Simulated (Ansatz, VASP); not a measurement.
# Sn in VASP and in Ansatz

Contents of INCAR:

```
PREC = Accurate
ENCUT = 520
EDIFF = 1E-6
ISMEAR = -1
SIGMA = 0.1
LREAL = F
LASPH = T
NELM = 80
ALGO = Normal
ISIF = 2
LWAVE = F
LCHARG = T
GGA = RP
LELF = T
LVHAR = T
NBANDS = 28
```

Contents of KPOINTS:

```
regular mesh
0
Gamma
  8 8 11
```

POSCAR

```
Sn
1.0
    5.6071057542      0.0000000000      0.0000000000
   -2.8035528771      4.8558960248      0.0000000000
    0.0000000000      0.0000000000      3.4181407542
Sn
3
Direct
    1.0000000000      0.0000000000      0.0000000000
    0.3333333333      0.6666666667      0.5000000000
    0.6666666667      0.3333333333      0.5000000000
```

Input for Ansatz:

```yaml
crystal:
  lattice:
    - [5.6071057542, 0.0, 0.0]
    - [-2.8035528771, 4.8558960248, 0.0]
    - [0.0, 0.0, 3.4181407542]
  atoms:
    - { symbol: Sn, position: [1.0, 0.0, 0.0] }
    - { symbol: Sn, position: [0.3333333333, 0.6666666667, 0.5] }
    - { symbol: Sn, position: [0.6666666667, 0.3333333333, 0.5] }
hamiltonian:
  xc: rpbe
  pseudopotentials:
    kind: paw
    azcp:
      Sn: "pseudopotentials/Sn.paw.azcp"
basis:
  ecutwfc: 420
  fft_grid_basis: typed
kpoints:
  mp_grid: { grid: [8, 8, 11], shift: [0, 0, 0] }
magnetization:
  spin_polarized: false
scf:
  occupations: { method: fermi_dirac, width: 0.1 }
  lower_state_search: "off"
output:
  stress: true
```

Alike in both runs: task single point; functional RPBE; k mesh 8 × 8 × 11; occupations fermi-dirac, width 0.1 eV; no spin polarisation.

```csv
,VASP,Ansatz
version,VASP 6.6.1,Ansatz 0.2.0
potentials or method,"VASP PAW PBE potentials, release 64 (Sn_d), cutoff 520 eV","plane waves (420 eV) with PAW, scalar-relativistic"
valence electrons in the cell,42,42
```

VASP gave:

- pressure (GPa): -2.5
- traceless stress, the component that is largest in VASP (GPa): -1.04

Question: Estimate Ansatz's values.

Answer: Pressure (GPa): -2.4; traceless stress, the component that is largest in VASP (GPa): -1.04.

VASP's potentials were made for PBE, not for RPBE. The functional is the same, so the differences come from potentials, cutoffs and numerics.
